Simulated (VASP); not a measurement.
# MgO (Imm2) in VASP: notebook

The runs below take MgO through single point, with PBE.

Program: VASP 6.6.1. These are calculated values, not measurements. Logs are shortened: lines on timing, memory, paths and dates and some standing lists are left out, and cuts for length are marked.

**1. The cell of the first run**

It takes space group Imm2 (No. 44, orthorhombic). The conventional cell has a = 3.008 Å, b = 4.254 Å, c = 3.008 Å, α = 90.00°, β = 90.00°, γ = 90.00°. Within 2.6 Å of Mg (site symmetry mm2) lie 6 O at 1.93 to 2.35 Å. O (site symmetry mm2) has 6 Mg at 1.93 to 2.35 Å within 2.6 Å.

**2. Single point, PBE (mode 4 frozen in at -0.129 Å and mode 5 at -0.129 Å (largest displacements))**

INCAR reads:

```
SYSTEM = MgO
PREC = Accurate
ENCUT = 520
EDIFF = 1E-6
ISMEAR = 0
SIGMA = 0.05
LREAL = .False.
LASPH = .True.
NELM = 80
ALGO = Normal
ISIF = 2
LWAVE = .False.
LCHARG = .False.
GGA = PE
NBANDS = 11
```

KPOINTS reads:

```
regular mesh
0
Gamma
  10 10 10
  0 0 0
```

POSCAR reads:

```
MgO
1.0
    0.0000000000      2.1272186771      2.1272186771
    2.1272186771      0.0000000000      2.1272186771
    2.1272186771      2.1272186771      0.0000000000
Mg O
1 1
Direct
    0.0000000000      0.0000000000      0.0399185526
    0.5000000000      0.5000000000      0.4393574335
```

Potentials or basis: VASP PAW PBE potentials, release 64 (Mg, O).

Run with:

```console
cat potpaw_PBE.64/Mg/POTCAR potpaw_PBE.64/O/POTCAR > POTCAR
mpirun -np 1 vasp_std > vasp.out
```

OUTCAR:

```text
SYSTEM = MgO
   PREC = Accurate
   ENCUT = 520
   EDIFF = 1E-6
   ISMEAR = 0
   LREAL = .False.
   LASPH = .True.
   NELM = 80
   ISIF = 2
   GGA = PE

 ion  position               nearest neighbor table
   1  0.000  0.000  0.040-   2 1.93   2 1.93   2 2.15   2 2.15   2 2.35   2 2.35
   2  0.500  0.500  0.439-   1 1.93   1 1.93   1 2.15   1 2.15   1 2.35   1 2.35

  LATTYP: Found a face centered cubic cell.
 ALAT       =     4.2544373542

  Lattice vectors:

 A1 = (   0.0000000000,   2.1272186771,   2.1272186771)
 A2 = (   2.1272186771,   0.0000000000,   2.1272186771)
 A3 = (   2.1272186771,   2.1272186771,   0.0000000000)

Analysis of symmetry for initial positions (statically):
=====================================================================
 Subroutine PRICEL returns:
 Original cell was already a primitive cell.

 Routine SETGRP: Setting up the symmetry group for a
 face centered cubic supercell.

 Subroutine GETGRP returns: Found  4 space group operations
 (whereof  4 operations were pure point group operations)
 out of a pool of 48 trial point group operations.

The static configuration has the point symmetry C_2v.

Analysis of symmetry for dynamics (positions and initial velocities):
=====================================================================
 Subroutine PRICEL returns:
 Original cell was already a primitive cell.

 Routine SETGRP: Setting up the symmetry group for a
 face centered cubic supercell.

 Subroutine GETGRP returns: Found  4 space group operations
 (whereof  4 operations were pure point group operations)
 out of a pool of 48 trial point group operations.

The dynamic configuration has the point symmetry C_2v.

 Subroutine INISYM returns: Found  4 space group operations
 (whereof  4 operations are pure point group operations),
 and found     1 'primitive' translations

----------------------------------------------------------------------------------------

                                     Primitive cell

  volume of cell :      19.2516

  direct lattice vectors                    reciprocal lattice vectors
     0.000000000  2.127218677  2.127218677    -0.235048707  0.235048707  0.235048707
     2.127218677  0.000000000  2.127218677     0.235048707 -0.235048707  0.235048707
     2.127218677  2.127218677  0.000000000     0.235048707  0.235048707 -0.235048707

  length of vectors
     3.008341503  3.008341503  3.008341503     0.407116303  0.407116303  0.407116303

  position of ions in fractional coordinates (direct lattice)
     0.000000000  0.000000000  0.039918553
     0.500000000  0.500000000  0.439357433

  ion indices of the primitive-cell ions
   primitive index   ion index
                 1           1
                 2           2

----------------------------------------------------------------------------------------

 KPOINTS: regular mesh

Automatic generation of k-mesh.
 Grid dimensions read from file:
 generate k-points for:   10   10   10

 Generating k-lattice:

  Cartesian coordinates                     Fractional coordinates (reciprocal lattice)
    -0.023504871  0.023504871  0.023504871     0.100000000  0.000000000  0.000000000
     0.023504871 -0.023504871  0.023504871     0.000000000  0.100000000  0.000000000
     0.023504871  0.023504871 -0.023504871     0.000000000  0.000000000  0.100000000

  Length of vectors
     0.040711630  0.040711630  0.040711630

  Shift w.r.t. Gamma in fractional coordinates (k-lattice)
     0.000000000  0.000000000  0.000000000

 Subroutine IBZKPT returns following result:
 ===========================================

 Found    171 irreducible k-points:

 Following reciprocal coordinates:
            Coordinates               Weight
  0.000000  0.000000  0.000000      1.000000
  0.100000  0.000000  0.000000      4.000000
  0.000000  0.000000  0.100000      4.000000
  0.200000  0.000000  0.000000      4.000000
  0.000000  0.000000  0.200000      4.000000
  0.300000  0.000000  0.000000      4.000000
[... 16 lines left out ...]
  0.000000  0.400000  0.100000      8.000000
  0.100000  0.000000  0.400000      8.000000
 [... further k-points ...]
   k-points           NKPTS =    171   k-points in BZ     NKDIM =    171   number of bands    NBANDS=     11
   number of dos      NEDOS =    301   number of ions     NIONS =      2
   total plane-waves  NPLWV =  13824
   dimension x,y,z NGX =    24 NGY =   24 NGZ =   24
   dimension x,y,z NGXF=    48 NGYF=   48 NGZF=   48
   ions per type =               1   1
   NGX,Y,Z   is equivalent  to a cutoff of  13.26, 13.26, 13.26 a.u.
   NGXF,Y,Z  is equivalent  to a cutoff of  26.53, 26.53, 26.53 a.u.
 SYSTEM =  MgO
   PREC   = accura    normal or accurate (medium, high low for compatibility)
   ISTART =      0    job   : 0-new  1-cont  2-samecut
   ICHARG =      2    charge: 1-file 2-atom 10-const
   ISPIN  =      1    spin polarized calculation?
   LNONCOLLINEAR =      F non collinear calculations
   LSORBIT =      F    spin-orbit coupling
   LASPH  =      T    aspherical Exc in radial PAW
   ENCUT  =  520.0 eV  38.22 Ry    6.18 a.u.   5.59  5.59  5.59*2*pi/ulx,y,z
   NELM   =     80;   NELMIN=  2; NELMDL= -5     # of ELM steps
   EDIFF  = 0.1E-05   stopping-criterion for ELM
   LREAL  =      F    real-space projection
   EDIFFG = 0.1E-04   stopping-criterion for IOM
   NSW    =      0    number of steps for IOM
   IBRION =     -1    ionic relax: 0-MD 1-quasi-New 2-CG
   NFREE  =      0    steps in history (QN), initial steepest desc. (CG)
   ISIF   =      2    stress and relaxation
   ISYM   =      2    0-nonsym 1-usesym 2-fastsym
   POTIM  = 0.5000    time-step for ionic-motion
   TEBEG  =    0.0;   TEEND  =   0.0 temperature during run
   PSTRESS=    0.0 pullay stress
   NELECT =       8.0000    total number of electrons
   NUPDOWN=      -1.0000    fix difference up-down
   EMIN   =  10.00;   EMAX   =-10.00  energy-range for DOS
   EFERMI =   0.00;   METHOD = LEGACY
   ISMEAR =     0;   SIGMA  =   0.05  broadening in eV -4-tet -1-fermi 0-gaus
   EFERMI_NEDOS =   21; number of points for ismear=-14 and -15
   IALGO  =     38    algorithm
   IMIX   =      4    mixing-type and parameters
     AMIX     =   0.40;   BMIX     =  1.00
     AMIX_MAG =   1.60;   BMIX_MAG =  1.00
  volume/ion in A,a.u.               =       9.63        64.96
  Fermi-wavevector in a.u.,A,eV,Ry     =   1.221657  2.308597 20.305965  1.492446
  Thomas-Fermi vector in A             =   2.356832
   LORBIT       =      0    0 simple, 1 ext, 2 COOP (PROOUT), +10 PAW based schemes
   GGA     = PE    functional components
   LHFCALC =     F    Hartree Fock is set to
   AEXX    =    0.0000 exact exchange contribution
   IVDW    =     0    specifies the selected vdW correction
   LEPSILON=     F    determine dielectric tensor
   LRPA    =     F    only Hartree local field effects (RPA)
 non-spin polarized calculation
 Gauss-broadening in eV      SIGMA  =   0.05
  energy-cutoff  :      520.00
  volume of cell :       19.25
 maximum number of plane-waves:       534
 NGX is ok and might be reduce to    24
   NGX = 11   NGY = 11   NGZ = 11

 number of electron       8.0000003 magnetization

 Free energy of the ion-electron system (eV)
  ---------------------------------------------------
  ext. energy  EPLUGINS =         0.00000000
  ---------------------------------------------------
  free energy    TOTEN  =       -11.67750692 eV

  energy without entropy =      -11.67750692  energy(sigma->0) =      -11.67750692

 E-fermi :   3.2066     XC(G=0): -10.9040

 val. band max:        2.8991733614   @ k =   0.0000   0.0000   0.0000
 cond. band min:       7.3077489034   @ k =   0.0000   0.0000   0.0000
 fundamental gap:      4.4085755420
 Fermi energy:         3.2065867641

 k-point     1 :       0.0000    0.0000    0.0000
  band No.  band energies     occupation
      1     -14.1911      2.00000
      2       2.7604      2.00000
      3       2.8939      2.00000
      4       2.8992      2.00000
      5       7.3077      0.00000
      6      18.5670      0.00000
      7      18.9427      0.00000
      8      19.0917      0.00000
      9      22.2154      0.00000
     10      24.2743      0.00000
     11      24.3461      0.00000

 k-point     2 :       0.1000    0.0000    0.0000
  band No.  band energies     occupation
      1     -14.0927      2.00000
      2       2.1534      2.00000
      3       2.7961      2.00000
      4       2.8841      2.00000
      5       7.9189      0.00000
      6      17.3109      0.00000
      7      19.0027      0.00000
      8      19.3192      0.00000
      9      23.3385      0.00000
     10      23.5123      0.00000
     11      24.1663      0.00000

 k-point     3 :       0.0000    0.0000    0.1000
  band No.  band energies     occupation
      1     -14.0927      2.00000
      2       2.2462      2.00000
      3       2.7012      2.00000
      4       2.8520      2.00000
      5       7.9434      0.00000
      6      17.5909      0.00000
      7      18.7763      0.00000
      8      19.2133      0.00000
      9      23.4333      0.00000
     10      23.6159      0.00000
     11      24.0838      0.00000
[... 267 lines left out ...]
 k-point    23 :       0.0000    0.4000    0.1000
  band No.  band energies     occupation
      1     -13.1860      2.00000
      2      -0.8713      2.00000
      3       2.2039      2.00000
      4       2.3135      2.00000
      5      10.8230      0.00000
      6      14.5364      0.00000
      7      18.0371      0.00000
      8      19.4934      0.00000
      9      23.4071      0.00000
     10      24.6729      0.00000
     11      25.8473      0.00000

 k-point    24 :       0.1000    0.0000    0.4000
  band No.  band energies     occupation
      1     -13.1847      2.00000
      2      -0.8532      2.00000
      3       2.0656      2.00000
      4       2.2815      2.00000
      5      10.9428      0.00000
      6      14.7282      0.00000
      7      18.0922      0.00000
      8      19.6941      0.00000
      9      22.8262      0.00000
     10      24.8817      0.00000
     11      25.6969      0.00000

 [... further k-points ...]

------------------------ aborting loop because EDIFF is reached ----------------------------------------

  FORCE on cell =-STRESS in cart. coord.  units (eV):
  Direction    XX          YY          ZZ          XY          YZ          ZX
  --------------------------------------------------------------------------------------
  -------------------------------------------------------------------------------------
  Total        1.4621180      1.4621180     -0.2922078     -0.3589805      0.0000000      0.0000000
  in kB      121.6820750    121.6820750    -24.3184548    -29.8754903      0.0000000      0.0000000
  external PRESSURE =      73.0152317 kB  Pullay stress =       0.0000000 kB

 VOLUME and BASIS-vectors are now :
 -----------------------------------------------------------------------------
  energy-cutoff  :      520.00
  volume of cell :       19.25
      direct lattice vectors                 reciprocal lattice vectors
     0.000000000  2.127218677  2.127218677    -0.235048707  0.235048707  0.235048707
     2.127218677  0.000000000  2.127218677     0.235048707 -0.235048707  0.235048707
     2.127218677  2.127218677  0.000000000     0.235048707  0.235048707 -0.235048707

 POSITION                                       TOTAL-FORCE (eV/Angst)
 -----------------------------------------------------------------------------------
      0.08492      0.08492      0.00000        -1.163316     -1.163316      0.000000
      1.99822      1.99822      2.12722         1.163316      1.163316      0.000000
 -----------------------------------------------------------------------------------
    total drift:                                0.000103      0.000103      0.000000

  FREE ENERGIE OF THE ION-ELECTRON SYSTEM (eV)
  ---------------------------------------------------
  free  energy   TOTEN  =       -11.6775069203 eV

  energy  without entropy=      -11.6775069203  energy(sigma->0) =      -11.67750692
```

It took 16 s on 1 thread of Intel Xeon 6975P-C, shared host; peak memory 0.17 GiB.

Results:

```yaml
Free_energy: -11.6775 eV
Pressure: 7.3 GPa
Largest_force: 1.645 eV/Å
Band_gap_on_the_k_mesh: 4.41 eV, direct
```

Forces on the atoms (eV/Å):
```
Mg  -1.163 -1.163  0.000
O    1.163  1.163  0.000
```

Levels at points of the mesh, in eV from the valence-band top:
```
           k point  band 1  band 2  band 3  band 4  band 5  band 6  band 7  band 8  band 9
(0.00, 0.00, 0.00)  -17.09   -0.14   -0.01    0.00    4.41   15.67   16.04   16.19   19.32
(0.50, 0.00, 0.00)  -15.91   -4.43   -0.59   -0.48    7.68   11.84   15.89   16.42   20.13
(0.00, 0.00, 0.50)  -15.91   -4.42   -0.71   -0.55    7.87   12.05   15.96   16.28   20.35
(0.50, 0.50, 0.00)  -15.65   -3.90   -1.38   -1.26    9.17    9.53   12.87   18.29   19.30
(0.00, 0.50, 0.50)  -15.66   -3.86   -1.30   -1.27    9.22    9.28   12.87   18.52   18.94
```

Caveat: the cell differs from its parent crystal (mode 4 frozen in at -0.129 Å and mode 5 at -0.129 Å (largest displacements)); forces of over 1 eV/Å act on the atoms, so gaps and moduli don't describe the material at rest.

**3. Single point, PBE (mode 4 frozen in at -0.215 Å and mode 5 at -0.215 Å (largest displacements))**

INCAR reads:

```
ALGO = Normal
EDIFF = 1E-6
ENCUT = 520
GGA = PE
ISIF = 2
ISMEAR = 0
LASPH = T
LCHARG = T
LELF = T
LREAL = F
LVHAR = T
LWAVE = F
NBANDS = 11
NELM = 80
PREC = Accurate
SIGMA = 0.05
```

KPOINTS reads:

```
k-points
0
Gamma
  10 10 10
```

POSCAR reads:

```
MgO
1.0
    0.0000000000      2.1272186771      2.1272186771
    2.1272186771      0.0000000000      2.1272186771
    2.1272186771      2.1272186771      0.0000000000
Mg O
1 1
Direct
    0.0000000000      0.0000000000      0.0665309210
    0.5000000000      0.5000000000      0.3989290559
```

Potentials or basis: VASP PAW PBE potentials, release 64 (Mg, O).

Run with:

```console
cat potpaw_PBE.64/Mg/POTCAR potpaw_PBE.64/O/POTCAR > POTCAR
mpirun -np 1 vasp_std > vasp.out
```

Run time: 16 s. Hardware: 1 thread of Intel Xeon 6975P-C, shared host; peak memory 0.17 GiB.

The run converged. Its results:

* Free energy: -11.1955 eV
* Pressure: 22.0 GPa
* Largest force: 3.207 eV/Å
* Band gap on the k mesh: 4.30 eV, indirect (least direct gap 4.34 eV)

Forces in eV/Å, atoms in the order of the input:
```
Mg  -2.267 -2.267  0.000
O    2.267  2.267  0.000
```

Stress tensor (GPa, compression positive):
```
 35.31 -12.37   0.00
-12.37  35.31   0.00
  0.00   0.00  -4.60
```

Levels at points of the mesh, in eV from the valence-band top:
```tsv
k point	band 1	band 2	band 3	band 4	band 5	band 6	band 7	band 8	band 9
(0.00, 0.00, 0.00)	-17.10	-0.37	-0.05	-0.04	4.30	15.68	16.77	17.04	18.94
(0.50, 0.00, 0.00)	-15.94	-4.37	-0.59	-0.30	7.63	11.31	15.81	16.77	19.51
(0.00, 0.00, 0.50)	-15.95	-4.36	-0.88	-0.50	8.08	11.68	15.84	16.67	20.29
(0.50, 0.50, 0.00)	-15.69	-3.85	-1.52	-1.24	8.65	10.12	12.96	18.01	20.20
(0.00, 0.50, 0.50)	-15.69	-3.74	-1.33	-1.24	8.65	9.55	12.90	18.45	19.52
```

Caveat: the cell differs from its parent crystal (mode 4 frozen in at -0.215 Å and mode 5 at -0.215 Å (largest displacements)); forces of over 1 eV/Å act on the atoms, so gaps and moduli don't describe the material at rest. A k mesh can miss the band edges.

**4. Single point, PBE (mode 4 frozen in at -0.172 Å and mode 5 at -0.172 Å (largest displacements))**

INCAR reads:

```
ALGO = Normal ; EDIFF = 1E-6
ENCUT = 520 ; GGA = PE
ISIF = 2 ; ISMEAR = 0
LASPH = T ; LCHARG = F
LREAL = F ; LWAVE = F
NBANDS = 11 ; NELM = 100
PREC = Accurate ; SIGMA = 0.05
```

KPOINTS is that of step 3.

POSCAR reads:

```
MgO
1.0
    0.0000000000      2.1272186771      2.1272186771
    2.1272186771      0.0000000000      2.1272186771
    2.1272186771      2.1272186771      0.0000000000
Mg O
1 1
Direct
    0.0000000000      0.0000000000      0.0532247368
    0.5000000000      0.5000000000      0.4191432447
```

Run with:

```console
cat potpaw_PBE.64/Mg/POTCAR potpaw_PBE.64/O/POTCAR > POTCAR
mpirun -np 1 vasp_std > vasp.out
```

Wall time 17 s (1 thread of Intel Xeon 6975P-C, shared host); peak memory 0.17 GiB.

Results (log left out):

- Free energy: -11.4759 eV
- Pressure: 13.7 GPa
- Largest force: 2.372 eV/Å
- Band gap on the k mesh: 4.37 eV, indirect (least direct gap 4.38 eV)

Forces on the atoms (eV/Å):
```
Mg  -1.677 -1.677  0.000
O    1.677  1.677  0.000
```

Stress tensor (GPa, compression positive):
```
22.29 -6.49  0.00
-6.49 22.29  0.00
 0.00  0.00 -3.48
```

Levels at points of the mesh, in eV from the valence-band top:
```
           k point  band 1  band 2  band 3  band 4  band 5  band 6  band 7  band 8  band 9
(0.00, 0.00, 0.00)  -17.08   -0.24   -0.01   -0.01    4.37   15.68   16.36   16.59   19.17
(0.50, 0.00, 0.00)  -15.92   -4.39   -0.58   -0.39    7.66   11.59   15.85   16.62   19.86
(0.00, 0.00, 0.50)  -15.92   -4.38   -0.78   -0.52    7.97   11.88   15.91   16.47   20.32
(0.50, 0.50, 0.00)  -15.66   -3.87   -1.44   -1.24    8.94    9.78   12.92   18.16   19.76
(0.00, 0.50, 0.50)  -15.67   -3.80   -1.30   -1.25    8.95    9.41   12.90   18.50   19.22
```

Caveat: the cell differs from its parent crystal (mode 4 frozen in at -0.172 Å and mode 5 at -0.172 Å (largest displacements)); forces of over 1 eV/Å act on the atoms, so gaps and moduli don't describe the material at rest. A k mesh can miss the band edges.
